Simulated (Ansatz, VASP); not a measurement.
## CdTe: VASP beside Ansatz

Contents of INCAR:

```
SYSTEM = CdTe
PREC = Accurate
ENCUT = 520
EDIFF = 1E-6
ISMEAR = -1
SIGMA = 0.05
LREAL = .FALSE.
LASPH = .TRUE.
NELM = 100
ALGO = Normal
ISIF = 2
LWAVE = .FALSE.
LCHARG = .FALSE.
NBANDS = 16
```

KPOINTS

```
regular mesh
0
G
  13 13 13
  0 0 0
```

Contents of POSCAR:

```
CdTe
1.0
    0.0000000000      2.7529996036      2.7529996036
    2.7529996036      0.0000000000      2.7529996036
    2.7529996036      2.7529996036      0.0000000000
Cd Te
1 1
Direct
    0.0000000000      0.0000000000      0.0000000000
    0.5000000000      0.5000000000      0.5000000000
```

Input for Ansatz:

```yaml
crystal:
  lattice:
    - [0.0, 2.7529996036, 2.7529996036]
    - [2.7529996036, 0.0, 2.7529996036]
    - [2.7529996036, 2.7529996036, 0.0]
  atoms:
    - { symbol: Cd, position: [0.0, 0.0, 0.0] }
    - { symbol: Te, position: [0.5, 0.5, 0.5] }
kpoints:
  mp_grid: { grid: [13, 13, 13] }
scf:
  occupations: { method: fermi_dirac, width: 0.05 }
hamiltonian:
  xc: lda
  pseudopotentials: { kind: all_electron, lapw: { basis_error: 0.001 } }
output:
  forces: true
  stress: true
  eigenvalues: true
  populations: true
```

Change from the starting cell: volume scaled by 0.8, LAPW.

Alike in both runs: task single point; functional LDA; k mesh 13 × 13 × 13; occupations fermi-dirac, width 0.05 eV; no spin polarisation.

|  | VASP | Ansatz |
| --- | --- | --- |
| version | VASP 6.6.1 | Ansatz 0.2.0 |
| potentials or method | VASP PAW LDA potentials, release 64 (Cd, Te), cutoff 520 eV | all-electron LAPW, scalar-relativistic |

VASP gave:

| Item | Value |
| --- | --- |
| pressure (GPa) | 25.0 |

Estimate Ansatz's values.

pressure (GPa): 24.0.

LDA's correlation is that of Perdew and Zunger in VASP and of Perdew and Wang (1992) in Ansatz. Ansatz ran all-electron here, and VASP with PAW potentials.

Spin-orbit coupling is off throughout.
